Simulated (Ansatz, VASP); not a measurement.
## NiO in VASP and in Ansatz

INCAR

```
SYSTEM = NiO
PREC = Accurate
ENCUT = 600
EDIFF = 1E-6
ISMEAR = 0
SIGMA = 0.05
LREAL = .FALSE.
LASPH = .TRUE.
NELM = 200
ALGO = Normal
ISIF = 2
LWAVE = .FALSE.
LCHARG = .FALSE.
ISPIN = 2
MAGMOM = 2 0
LORBIT = 11
LMAXMIX = 4
LDAU = .TRUE.
LDAUTYPE = 2
LDAUL = 2 -1
LDAUU = 4 0
LDAUJ = 0 0
LDAUPRINT = 1
GGA = PS
NBANDS = 23
GGA_COMPAT = .FALSE.
```

The input KPOINTS:

```
regular mesh
0
G
  8 8 8
  0 0 0
```

POSCAR

```
NiO
1.0
    0.0000000000      2.0913095100      2.0913095100
    2.0913095100      0.0000000000      2.0913095100
    2.0913095100      2.0913095100      0.0000000000
Ni O
1 1
Direct
    0.0000000000      0.0000000000      0.0000000000
    0.5000000000      0.5000000000      0.5000000000
```

Input for Ansatz:

```yaml
crystal:
  lattice:
    - [0.0, 2.09130951, 2.09130951]
    - [2.09130951, 0.0, 2.09130951]
    - [2.09130951, 2.09130951, 0.0]
  atoms:
    - { symbol: Ni, position: [0.0, 0.0, 0.0], spin: 2.0 }
    - { symbol: O, position: [0.5, 0.5, 0.5] }
basis:
  ecutwfc: 420
  ecutrho_ratio: 4
kpoints:
  mp_grid: { grid: [8, 8, 8] }
hamiltonian:
  xc: pbesol
  hubbard: { sites: [{ site: 0, l: d, u_eff: 4.0 }] }
scf:
  occupations: { method: gaussian, width: 0.05 }
output:
  forces: true
  stress: true
  eigenvalues: true
  populations: true
  hubbard: { sites: [{ site: 0, l: d }] }
magnetization:
  spin_polarized: true
```

Alike in both runs: task single point; functional PBEsol; k mesh 8 × 8 × 8; occupations gaussian, width 0.05 eV; collinear spin; Hubbard terms Ni d U = 4.0 eV.

|  | VASP | Ansatz |
| --- | --- | --- |
| version | VASP 6.6.1 | Ansatz 0.2.0 |
| potentials or method | VASP PAW PBE potentials, release 64 (Ni_sv_GW, O), cutoff 600 eV | scalar-relativistic, plane waves, PAW |
| valence electrons in the cell | 24 | 24 |

VASP gave:

```
gap on the k mesh at the Fermi level (eV)                     : 1.28
least direct gap on the mesh (eV)                             : 2.23
pressure (GPa)                                                : -3.5
net moment per atom (μB)                                      : 1.00
size of the moment on the site where the two differ most (μB) : 1.73
```

Question: Estimate Ansatz's values.

Answer: gap on the k mesh at the Fermi level (eV): 1.01; least direct gap on the mesh (eV): 1.92; pressure (GPa): 0.5; net moment per atom (μB): 1.00; size of the moment on the site where the two differ most (μB): 1.67.

VASP's potentials were made for PBE, not for PBEsol. Site moments also hang on the region over which each program counts them. The programs project onto different local orbitals, so the same U acts differently, and such runs can settle in different states.
